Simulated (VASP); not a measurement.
Input of a VASP 6.6.1 run:

Contents of INCAR:

```
SYSTEM = Sr
ALGO     = Normal         ! electronic algorithm
EDIFF    = 1E-6           ! SCF threshold, eV
ENCUT    = 520            ! plane-wave cutoff, eV
GGA      = RP             ! functional
ISIF     = 2              ! what is computed and relaxed
ISMEAR   = -1             ! smearing method
LASPH    = .TRUE.         ! aspherical terms in the spheres
LCHARG   = .FALSE.        ! write CHGCAR
LREAL    = .FALSE.        ! projectors in reciprocal space
LWAVE    = .FALSE.        ! write WAVECAR
NBANDS   = 11             ! bands
NELM     = 100            ! most SCF steps
PREC     = Accurate       ! precision mode
SIGMA    = 0.1            ! smearing width, eV
```

Contents of KPOINTS:

```
k-points
0
G
  9 9 9
  0 0 0
```

The input POSCAR:

```
Sr
1.0
    3.9673456354      0.0000000000      0.0000000000
    0.0000000000      3.9673456354      0.0000000000
    0.0000000000      0.0000000000      3.9673456354
Sr
1
Direct
    0.0000000000      0.0000000000      0.0000000000
```

Potentials or basis: VASP PAW PBE potentials, release 64 (Sr_sv).

The run is started by

```sh
$ cat potpaw_PBE.64/Sr_sv/POTCAR > POTCAR
$ mpirun -np 1 vasp_std > vasp.out
```

Q: What does it give for the band gap on the k mesh?

A: Zero (band 5 reaches 1.65 eV, above the bottom of band 6 at 1.04 eV).

Q: Predict the pressure.

A: 0.0 GPa.

Caveat: the PAW data sets were made with another functional, which shifts forces and pressure a little.
